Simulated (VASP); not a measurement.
# Mg (P6_3/mmc) in VASP: a series of runs

Runs on Mg. Level: PBE. Tasks: single point.

Program: VASP 6.6.1. These are calculated values, not measurements. Logs are shortened: lines on timing, memory, paths and dates and some standing lists are left out, and cuts for length are marked.

## (1) The cell of the first run

Symmetry: P6_3/mmc, No. 194, hexagonal system. Conventional cell: a = 2.622 Å, b = 2.622 Å, c = 8.502 Å, α = 90.00°, β = 90.00°, γ = 120.00°. Mg (site symmetry -3m) has 12 Mg at 2.61 to 2.62 Å within 3.4 Å. Mg (site symmetry -6m2) has 12 Mg at 2.61 to 2.62 Å within 3.4 Å.

## (2) Single point, PBE

INCAR

```
ALGO = Normal ; EDIFF = 1E-6
ENCUT = 520 ; GGA = PE
ISIF = 2 ; ISMEAR = -1
LASPH = True ; LCHARG = False
LREAL = False ; LWAVE = False
NBANDS = 12 ; NELM = 60
PREC = Accurate ; SIGMA = 0.05
```

KPOINTS

```
k-points
0
Gamma
  8 8 5
```

POSCAR

```
Mg
1.0
    2.6220699480      0.0000000000      0.0000000000
   -1.3110349740      2.2707791855      0.0000000000
    0.0000000000      0.0000000000      8.5024125688
Mg
4
Direct
    0.0000000000      0.0000000000      0.0000000000
    0.0000000000      0.0000000000      0.5000000000
    0.3333333333      0.6666666667      0.2500000000
    0.6666666667      0.3333333333      0.7500000000
```

Potentials or basis: VASP PAW PBE potentials, release 64 (Mg).

Started as:

```sh
$ cat potpaw_PBE.64/Mg/POTCAR > POTCAR
$ mpirun -np 1 vasp_std > vasp.out
```

OUTCAR:

```text
EDIFF = 1E-6
   ENCUT = 520
   GGA = PE
   ISIF = 2
   ISMEAR = -1
   LASPH = True
   LREAL = False
   NELM = 60
   PREC = Accurate

 ion  position               nearest neighbor table
   1  0.000  0.000  0.000-   3 2.61   4 2.61   4 2.61   3 2.61   4 2.61   3 2.61
   2  0.000  0.000  0.500-   3 2.61   4 2.61   4 2.61   3 2.61   4 2.61   3 2.61
   3  0.333  0.667  0.250-   1 2.61   2 2.61   1 2.61   2 2.61   1 2.61   2 2.61
   4  0.667  0.333  0.750-   1 2.61   2 2.61   1 2.61   2 2.61   1 2.61   2 2.61

  LATTYP: Found a hexagonal cell.
 ALAT       =     2.6220699480
 C/A-ratio  =     3.2426337731

  Lattice vectors:

 A1 = (   2.6220699480,   0.0000000000,   0.0000000000)
 A2 = (  -1.3110349740,   2.2707791855,   0.0000000000)
 A3 = (   0.0000000000,   0.0000000000,   8.5024125688)

Analysis of symmetry for initial positions (statically):
=====================================================================
 Subroutine PRICEL returns:
 Original cell was already a primitive cell.

 Routine SETGRP: Setting up the symmetry group for a
 hexagonal supercell.

 Subroutine GETGRP returns: Found 24 space group operations
 (whereof 12 operations were pure point group operations)
 out of a pool of 24 trial point group operations.

The static configuration has the point symmetry D_3d.
 The point group associated with its full space group is D_6h.

Analysis of symmetry for dynamics (positions and initial velocities):
=====================================================================
 Subroutine PRICEL returns:
 Original cell was already a primitive cell.

 Routine SETGRP: Setting up the symmetry group for a
 hexagonal supercell.

 Subroutine GETGRP returns: Found 24 space group operations
 (whereof 12 operations were pure point group operations)
 out of a pool of 24 trial point group operations.

The dynamic configuration has the point symmetry D_3d.
 The point group associated with its full space group is D_6h.

 Subroutine INISYM returns: Found 24 space group operations
 (whereof 12 operations are pure point group operations),
 and found     1 'primitive' translations

----------------------------------------------------------------------------------------

                                     Primitive cell

  volume of cell :      50.6246

  direct lattice vectors                    reciprocal lattice vectors
     2.622069948  0.000000000  0.000000000     0.381378079  0.220188737  0.000000000
    -1.311034974  2.270779185  0.000000000     0.000000000  0.440377473  0.000000000
     0.000000000  0.000000000  8.502412569     0.000000000  0.000000000  0.117613676

  length of vectors
     2.622069948  2.622069948  8.502412569     0.440377473  0.440377473  0.117613676

  position of ions in fractional coordinates (direct lattice)
     0.000000000  0.000000000  0.000000000
     0.000000000  0.000000000  0.500000000
     0.333333333  0.666666667  0.250000000
     0.666666667  0.333333333  0.750000000

  ion indices of the primitive-cell ions
   primitive index   ion index
                 1           1
                 2           2
                 3           3
                 4           4

----------------------------------------------------------------------------------------

 KPOINTS: k-points

Automatic generation of k-mesh.
 Grid dimensions read from file:
 generate k-points for:    8    8    5

 Generating k-lattice:

  Cartesian coordinates                     Fractional coordinates (reciprocal lattice)
     0.047672260  0.027523592  0.000000000     0.125000000  0.000000000  0.000000000
     0.000000000  0.055047184  0.000000000     0.000000000  0.125000000  0.000000000
     0.000000000  0.000000000  0.023522735     0.000000000  0.000000000  0.200000000

  Length of vectors
     0.055047184  0.055047184  0.023522735

  Shift w.r.t. Gamma in fractional coordinates (k-lattice)
     0.000000000  0.000000000  0.000000000

 Subroutine IBZKPT returns following result:
 ===========================================

 Found     30 irreducible k-points:

 Following reciprocal coordinates:
            Coordinates               Weight
  0.000000  0.000000  0.000000      1.000000
  0.125000  0.000000  0.000000      6.000000
  0.250000  0.000000  0.000000      6.000000
  0.375000  0.000000  0.000000      6.000000
  0.500000  0.000000  0.000000      3.000000
  0.125000  0.125000  0.000000      6.000000
[... 16 lines left out ...]
  0.250000  0.000000  0.400000     12.000000
  0.375000  0.000000  0.400000     12.000000
 [... further k-points ...]
   k-points           NKPTS =     30   k-points in BZ     NKDIM =     30   number of bands    NBANDS=     12
   number of dos      NEDOS =    301   number of ions     NIONS =      4
   total plane-waves  NPLWV =  25600
   dimension x,y,z NGX =    20 NGY =   20 NGZ =   64
   dimension x,y,z NGXF=    40 NGYF=   40 NGZF=  128
   ions per type =               4
   NGX,Y,Z   is equivalent  to a cutoff of  12.68, 12.68, 12.51 a.u.
   NGXF,Y,Z  is equivalent  to a cutoff of  25.36, 25.36, 25.03 a.u.
 SYSTEM =  unknown system
   PREC   = accura    normal or accurate (medium, high low for compatibility)
   ISTART =      0    job   : 0-new  1-cont  2-samecut
   ICHARG =      2    charge: 1-file 2-atom 10-const
   ISPIN  =      1    spin polarized calculation?
   LNONCOLLINEAR =      F non collinear calculations
   LSORBIT =      F    spin-orbit coupling
   LASPH  =      T    aspherical Exc in radial PAW
   ENCUT  =  520.0 eV  38.22 Ry    6.18 a.u.   4.88  4.88 15.81*2*pi/ulx,y,z
   NELM   =     60;   NELMIN=  2; NELMDL= -5     # of ELM steps
   EDIFF  = 0.1E-05   stopping-criterion for ELM
   LREAL  =      F    real-space projection
   EDIFFG = 0.1E-04   stopping-criterion for IOM
   NSW    =      0    number of steps for IOM
   IBRION =     -1    ionic relax: 0-MD 1-quasi-New 2-CG
   NFREE  =      0    steps in history (QN), initial steepest desc. (CG)
   ISIF   =      2    stress and relaxation
   ISYM   =      2    0-nonsym 1-usesym 2-fastsym
   POTIM  = 0.5000    time-step for ionic-motion
   TEBEG  =    0.0;   TEEND  =   0.0 temperature during run
   PSTRESS=    0.0 pullay stress
   NELECT =       8.0000    total number of electrons
   NUPDOWN=      -1.0000    fix difference up-down
   EMIN   =  10.00;   EMAX   =-10.00  energy-range for DOS
   EFERMI =   0.00;   METHOD = LEGACY
   ISMEAR =    -1;   SIGMA  =   0.05  broadening in eV -4-tet -1-fermi 0-gaus
   EFERMI_NEDOS =   21; number of points for ismear=-14 and -15
   IALGO  =     38    algorithm
   IMIX   =      4    mixing-type and parameters
     AMIX     =   0.40;   BMIX     =  1.00
     AMIX_MAG =   1.60;   BMIX_MAG =  1.00
  volume/ion in A,a.u.               =      12.66        85.41
  Fermi-wavevector in a.u.,A,eV,Ry     =   0.885084  1.672566 10.658440  0.783373
  Thomas-Fermi vector in A             =   2.006070
   LORBIT       =      0    0 simple, 1 ext, 2 COOP (PROOUT), +10 PAW based schemes
   GGA     = PE    functional components
   LHFCALC =     F    Hartree Fock is set to
   AEXX    =    0.0000 exact exchange contribution
   IVDW    =     0    specifies the selected vdW correction
   LEPSILON=     F    determine dielectric tensor
   LRPA    =     F    only Hartree local field effects (RPA)
 non-spin polarized calculation
  energy-cutoff  :      520.00
  volume of cell :       50.62
 maximum number of plane-waves:      1387
 NGX is ok and might be reduce to    20
   NGX =  9   NGY =  9   NGZ = 31

 number of electron       8.0000000 magnetization

 Free energy of the ion-electron system (eV)
  ---------------------------------------------------
  ext. energy  EPLUGINS =         0.00000000
  ---------------------------------------------------
  free energy    TOTEN  =        -0.62581342 eV

  energy without entropy =       -0.61957919  energy(sigma->0) =       -0.62269631

 E-fermi :   6.6936     XC(G=0): -10.5602

 val. band max:        6.6431369075   @ k =   0.1250   0.1250   0.0000
 cond. band min:       6.7768418732   @ k =   0.5000   0.0000   0.2000
 fundamental gap:      0.1337049657
 Fermi energy:         6.6935993971

 k-point     1 :       0.0000    0.0000    0.0000
  band No.  band energies     occupation
      1      -3.2209      2.00000
      2      -1.1609      2.00000
      3      -1.1482      2.00000
      4       4.0152      2.00000
      5       5.4436      2.00000
      6      13.6999      0.00000
      7      13.7272      0.00000
      8      21.4315      0.00000
      9      21.4315      0.00000
     10      22.2176      0.00000
     11      22.2182      0.00000
     12      22.2487      0.00000

 k-point     2 :       0.1250    0.0000    0.0000
  band No.  band energies     occupation
      1      -2.7611      2.00000
      2      -0.7191      2.00000
      3      -0.7065      2.00000
      4       4.3862      2.00000
      5       5.8612      2.00000
      6      13.8825      0.00000
      7      13.9810      0.00000
      8      17.2152      0.00000
      9      18.3146      0.00000
     10      18.4068      0.00000
     11      20.0514      0.00000
     12      20.6299      0.00000

 k-point     3 :       0.2500    0.0000    0.0000
  band No.  band energies     occupation
      1      -1.4059      2.00000
      2       0.5835      2.00000
      3       0.5958      2.00000
      4       5.5075      2.00000
      5       6.9866      0.00568
      6      12.0007      0.00000
      7      13.1646      0.00000
      8      13.3700      0.00000
      9      15.3254      0.00000
     10      15.3417      0.00000
     11      17.6735      0.00000
     12      18.1890      0.00000
[... 286 lines left out ...]
 k-point    23 :       0.2500    0.0000    0.4000
  band No.  band energies     occupation
      1      -1.0812      2.00000
      2      -0.6782      2.00000
      3       2.4276      2.00000
      4       3.5296      2.00000
      5       9.3253      0.00000
      6      10.7819      0.00000
      7      12.5945      0.00000
      8      13.0689      0.00000
      9      14.9092      0.00000
     10      15.7597      0.00000
     11      18.6696      0.00000
     12      18.8569      0.00000

 k-point    24 :       0.3750    0.0000    0.4000
  band No.  band energies     occupation
      1       1.0856      2.00000
      2       1.4712      2.00000
      3       4.4131      2.00000
      4       5.4211      2.00000
      5       7.7623      0.00000
      6       8.1205      0.00000
      7      10.7795      0.00000
      8      11.7115      0.00000
      9      11.8972      0.00000
     10      13.1758      0.00000
     11      16.6012      0.00000
     12      17.4584      0.00000

 [... further k-points ...]
[... 5 lines left out ...]
  --------------------------------------------------------------------------------------
  -------------------------------------------------------------------------------------
  Total       21.6788158     21.6788158     21.9538610     -0.0000000      0.0000000      0.0000000
  in kB      686.0958380    686.0958380    694.8005274     -0.0000000      0.0000000      0.0000000
  external PRESSURE =     688.9974011 kB  Pullay stress =       0.0000000 kB

 VOLUME and BASIS-vectors are now :
 -----------------------------------------------------------------------------
  energy-cutoff  :      520.00
  volume of cell :       50.62
      direct lattice vectors                 reciprocal lattice vectors
     2.622069948  0.000000000  0.000000000     0.381378079  0.220188737  0.000000000
    -1.311034974  2.270779185  0.000000000     0.000000000  0.440377473  0.000000000
     0.000000000  0.000000000  8.502412569     0.000000000  0.000000000  0.117613676

 POSITION                                       TOTAL-FORCE (eV/Angst)
 -----------------------------------------------------------------------------------
      0.00000      0.00000      0.00000         0.000000     -0.000000      0.000000
      0.00000      0.00000      4.25121         0.000000     -0.000000      0.000000
     -0.00000      1.51385      2.12560         0.000000      0.000000      0.000000
      1.31103      0.75693      6.37681        -0.000000      0.000000     -0.000000
 -----------------------------------------------------------------------------------
    total drift:                               -0.000000      0.000000     -0.000000

  FREE ENERGIE OF THE ION-ELECTRON SYSTEM (eV)
  ---------------------------------------------------
  free  energy   TOTEN  =        -0.6258134233 eV

  energy  without entropy=       -0.6195791891  energy(sigma->0) =       -0.62269631
```

It took 28 s on 1 thread of AMD EPYC 7R13, shared host; peak memory 0.13 GiB.

Results:

```
Free energy            : -0.6258 eV
Pressure               : 68.9 GPa
Band gap on the k mesh : zero (bands 4 and 5 overlap by 2.50 eV)
```

Caveat: the cell stands under pressure.

## (3) Single point, PBE (12.66 Å³/atom)

INCAR

```
SYSTEM = Mg
PREC = Accurate ; ENCUT = 520
EDIFF = 1E-7 ; ISMEAR = -1
SIGMA = 0.05 ; LREAL = .FALSE.
LASPH = .TRUE. ; NELM = 60
ALGO = Normal ; ISIF = 2
LWAVE = .FALSE. ; LCHARG = .FALSE.
GGA = PE ; NBANDS = 12
```

KPOINTS

```
Automatic mesh
0
G
  8 8 5
  0 0 0
```

POSCAR is that of step 2.

Potentials or basis: VASP PAW PBE potentials, release 64 (Mg).

Started as:

```sh
$ cat potpaw_PBE.64/Mg/POTCAR > POTCAR
$ mpirun -np 1 vasp_std > vasp.out
```

Wall time 29 s (1 thread of AMD EPYC 7R13, shared host); peak memory 0.13 GiB.

It converged, with:

| Item | Value |
| --- | --- |
| Free energy | -0.6258 eV |
| Pressure | 68.9 GPa |
| Band gap on the k mesh | zero (bands 4 and 5 overlap by 2.50 eV) |

Stress tensor (GPa, compression positive):
```
68.61  0.00  0.00
 0.00 68.61  0.00
 0.00  0.00 69.48
```

Levels at points of the mesh, in eV from the Fermi level:
| k point | band 1 | band 2 | band 3 | band 4 | band 5 | band 6 | band 7 | band 8 | band 9 |
| --- | --- | --- | --- | --- | --- | --- | --- | --- | --- |
| (0.00, 0.00, 0.00) | -9.91 | -7.85 | -7.84 | -2.68 | -1.25 | 7.01 | 7.03 | 14.74 | 14.74 |
| (0.50, 0.00, 0.00) | -3.21 | -2.92 | -1.77 | -1.38 | -0.63 | -0.36 | 3.23 | 3.61 | 4.96 |

Caveat: the cell stands under pressure.

## (4) Single point, PBE

This run uses another cell than the first one, of 14.62 Å³/atom.

INCAR

```
SYSTEM = Mg
PREC = Accurate
ENCUT = 520
EDIFF = 1E-6
ISMEAR = -1
SIGMA = 0.05
LREAL = .False.
LASPH = .True.
NELM = 100
ALGO = Normal
ISIF = 2
LWAVE = .False.
LCHARG = .False.
GGA = PE
NBANDS = 12
```

KPOINTS

```
regular mesh
0
Gamma
  8 8 5
  0 0 0
```

POSCAR

```
Mg
1.0
    2.7501492755      0.0000000000      0.0000000000
   -1.3750746378      2.3816991368      0.0000000000
    0.0000000000      0.0000000000      8.9311835624
Mg
4
Direct
    0.0000000000      0.0000000000      0.0000000000
    0.0000000000      0.0000000000      0.5000000000
    0.3333333333      0.6666666667      0.2500000000
    0.6666666667      0.3333333333      0.7500000000
```

Started as:

```sh
$ cat potpaw_PBE.64/Mg/POTCAR > POTCAR
$ mpirun -np 1 vasp_std > vasp.out
```

Run time: 23 s. Hardware: 1 thread of AMD EPYC 7R13, shared host; peak memory 0.14 GiB.

Results (log left out):

```yaml
Free_energy: -3.2217 eV
Pressure: 39.4 GPa
Band_gap_on_the_k_mesh: zero (bands 4 and 5 overlap by 2.44 eV)
```

Levels at points of the mesh, in eV from the Fermi level:
```tsv
k point	band 1	band 2	band 3	band 4	band 5	band 6	band 7	band 8	band 9
(0.00, 0.00, 0.00)	-9.12	-7.26	-7.25	-2.46	-1.25	6.47	6.49	13.79	13.79
(0.50, 0.00, 0.00)	-2.94	-2.72	-1.62	-1.33	-0.58	-0.37	3.16	3.37	4.69
```

Caveat: the cell stands under pressure.

## (5) Single point, PBE (14.62 Å³/atom)

This run uses another cell than the first one, of 14.62 Å³/atom.

INCAR

```
PREC = Accurate
ENCUT = 520
EDIFF = 1E-6
ISMEAR = -1
SIGMA = 0.05
LREAL = F
LASPH = T
NELM = 100
ALGO = Normal
ISIF = 2
LWAVE = F
LCHARG = F
GGA = PE
NBANDS = 12
```

KPOINTS

```
regular mesh
0
Gamma
  8 8 5
```

POSCAR is that of step 4.

Potentials or basis: VASP PAW PBE potentials, release 64 (Mg).

Started as:

```sh
$ cat potpaw_PBE.64/Mg/POTCAR > POTCAR
$ mpirun -np 1 vasp_std > vasp.out
```

OUTCAR:

```text
PREC = Accurate
   ENCUT = 520
   EDIFF = 1E-6
   ISMEAR = -1
   LREAL = F
   LASPH = T
   NELM = 100
   ISIF = 2
   GGA = PE

 ion  position               nearest neighbor table
   1  0.000  0.000  0.000-   3 2.74   4 2.74   4 2.74   3 2.74   4 2.74   3 2.74
   2  0.000  0.000  0.500-   3 2.74   4 2.74   4 2.74   3 2.74   4 2.74   3 2.74
   3  0.333  0.667  0.250-   1 2.74   2 2.74   1 2.74   2 2.74   1 2.74   2 2.74
   4  0.667  0.333  0.750-   1 2.74   2 2.74   1 2.74   2 2.74   1 2.74   2 2.74

  LATTYP: Found a hexagonal cell.
 ALAT       =     2.7501492755
 C/A-ratio  =     3.2475268313
[... 552 lines left out ...]

 [... further k-points ...]
[... 5 lines left out ...]
  --------------------------------------------------------------------------------------
  -------------------------------------------------------------------------------------
  Total       14.4016817     14.4016817     14.3992854     -0.0000000      0.0000000      0.0000000
  in kB      394.4315155    394.4315155    394.3658860     -0.0000000      0.0000000      0.0000000
  external PRESSURE =     394.4096390 kB  Pullay stress =       0.0000000 kB

 VOLUME and BASIS-vectors are now :
 -----------------------------------------------------------------------------
  energy-cutoff  :      520.00
  volume of cell :       58.50
      direct lattice vectors                 reciprocal lattice vectors
     2.750149276  0.000000000  0.000000000     0.363616626  0.209934157  0.000000000
    -1.375074638  2.381699137  0.000000000     0.000000000  0.419868314  0.000000000
     0.000000000  0.000000000  8.931183562     0.000000000  0.000000000  0.111967243

 POSITION                                       TOTAL-FORCE (eV/Angst)
 -----------------------------------------------------------------------------------
      0.00000      0.00000      0.00000         0.000000      0.000000      0.000000
      0.00000      0.00000      4.46559        -0.000000      0.000000      0.000000
     -0.00000      1.58780      2.23280         0.000000     -0.000000      0.000000
      1.37507      0.79390      6.69839        -0.000000      0.000000     -0.000000
 -----------------------------------------------------------------------------------
    total drift:                               -0.000000      0.000000      0.000000

  FREE ENERGIE OF THE ION-ELECTRON SYSTEM (eV)
  ---------------------------------------------------
  free  energy   TOTEN  =        -3.2217161487 eV

  energy  without entropy=       -3.2133865364  energy(sigma->0) =       -3.21755134
```

OSZICAR:

```text
N       E                     dE             d eps       ncg     rms          rms(c)
DAV:   1     0.968544684746E+01    0.96854E+01   -0.29211E+03   728   0.501E+02
DAV:   2    -0.289218949799E+01   -0.12578E+02   -0.11899E+02   928   0.706E+01
DAV:   3    -0.330706366525E+01   -0.41487E+00   -0.40954E+00   952   0.929E+00
DAV:   4    -0.330969694524E+01   -0.26333E-02   -0.26329E-02   900   0.840E-01
DAV:   5    -0.330972482320E+01   -0.27878E-04   -0.27878E-04   936   0.893E-02    0.140E+00
DAV:   6    -0.325723733231E+01    0.52487E-01   -0.11735E-03   908   0.238E-01    0.890E-01
DAV:   7    -0.322201831917E+01    0.35219E-01   -0.25386E-03   836   0.352E-01    0.383E-02
DAV:   8    -0.322172655463E+01    0.29176E-03   -0.12995E-04   924   0.581E-02    0.914E-03
DAV:   9    -0.322171713740E+01    0.94172E-05   -0.49526E-06   892   0.128E-02    0.310E-03
DAV:  10    -0.322171580869E+01    0.13287E-05   -0.10663E-06   636   0.460E-03    0.441E-04
DAV:  11    -0.322171614870E+01   -0.34001E-06   -0.67244E-08   556   0.144E-03
   1 F= -.32217161E+01 E0= -.32175513E+01  d E =-.832961E-02
```

stdout:

```text
POSCAR found type information on POSCAR Mg
 POSCAR found :  1 types and       4 ions
 scaLAPACK will be used
 LDA part: xc-table for (Slater+PW92), standard interpolation
 POSCAR, INCAR and KPOINTS ok, starting setup
 FFT: planning ... GRIDC
 FFT: planning ... GRID_SOFT
 FFT: planning ... GRID
 WAVECAR not read
 entering main loop
```

It took 24 s on 1 thread of AMD EPYC 7R13, shared host; peak memory 0.14 GiB.

What came out:

| Item | Value |
| --- | --- |
| Free energy | -3.2217 eV |
| Pressure | 39.4 GPa |
| Band gap on the k mesh | zero (bands 4 and 5 overlap by 2.44 eV) |

Levels at points of the mesh, in eV from the Fermi level:
| k point | band 2 | band 3 | band 4 | band 5 | band 6 | band 7 |
| --- | --- | --- | --- | --- | --- | --- |
| (0.00, 0.00, 0.00) | -7.26 | -7.25 | -2.46 | -1.25 | 6.47 | 6.49 |
| (0.50, 0.00, 0.00) | -2.72 | -1.62 | -1.33 | -0.58 | -0.37 | 3.16 |

Caveat: the cell stands under pressure.
